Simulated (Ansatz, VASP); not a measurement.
## Sn: VASP beside Ansatz

File INCAR:

```
PREC     = Accurate       # precision mode
ENCUT    = 520            # plane-wave cutoff, eV
EDIFF    = 1E-8           # SCF threshold, eV
ISMEAR   = -1             # smearing method
SIGMA    = 0.03           # smearing width, eV
LREAL    = F              # projectors in reciprocal space
LASPH    = T              # aspherical terms in the spheres
NELM     = 100            # most SCF steps
ALGO     = Normal         # electronic algorithm
ISIF     = 2              # what is computed and relaxed
LWAVE    = F              # write WAVECAR
LCHARG   = F              # write CHGCAR
GGA      = CA             # functional
LEFG     = T            
NBANDS   = 21             # bands
```

The input KPOINTS:

```
regular mesh
0
Gamma
  9 9 9
```

File POSCAR:

```
Sn
1.0
    0.0000000000      3.2347450694      3.2347450694
    3.2347450694      0.0000000000      3.2347450694
    3.2347450694      3.2347450694      0.0000000000
Sn
2
Direct
    0.5000000000      0.5000000000      0.5000000000
    0.7500000000      0.7500000000      0.7500000000
```

Input for Ansatz:

```yaml
crystal:
  lattice:
    - [0.0, 3.2347450694, 3.2347450694]
    - [3.2347450694, 0.0, 3.2347450694]
    - [3.2347450694, 3.2347450694, 0.0]
  atoms:
    - { symbol: Sn, position: [0.5, 0.5, 0.5] }
    - { symbol: Sn, position: [0.75, 0.75, 0.75] }
kpoints:
  mp_grid: { grid: [9, 9, 9] }
scf:
  occupations: { method: fermi_dirac, width: 0.03 }
hamiltonian:
  xc: lda
  pseudopotentials: { kind: all_electron, datasets: crystal }
output:
  forces: true
  stress: true
  eigenvalues: true
  efg: { contact_densities: true }
```

Change from the starting cell: volume scaled by 0.99, crystal datasets.

Alike in both runs: task electric field gradients; functional LDA; k mesh 9 × 9 × 9; occupations fermi-dirac, width 0.03 eV; no spin polarisation.

|  | VASP | Ansatz |
| --- | --- | --- |
| version | VASP 6.6.1 | Ansatz 0.2.0 |
| potentials or method | VASP PAW LDA potentials, release 64 (Sn_d), cutoff 520 eV | all-electron PAW with datasets made for the crystal, scalar-relativistic |

|  | VASP | Ansatz | Ansatz less VASP |
| --- | --- | --- | --- |
| pressure (GPa) | 0.1 | 0.1 | +0.01 |

LDA's correlation is that of Perdew and Zunger in VASP and of Perdew and Wang (1992) in Ansatz. Ansatz ran all-electron here, and VASP with PAW potentials.
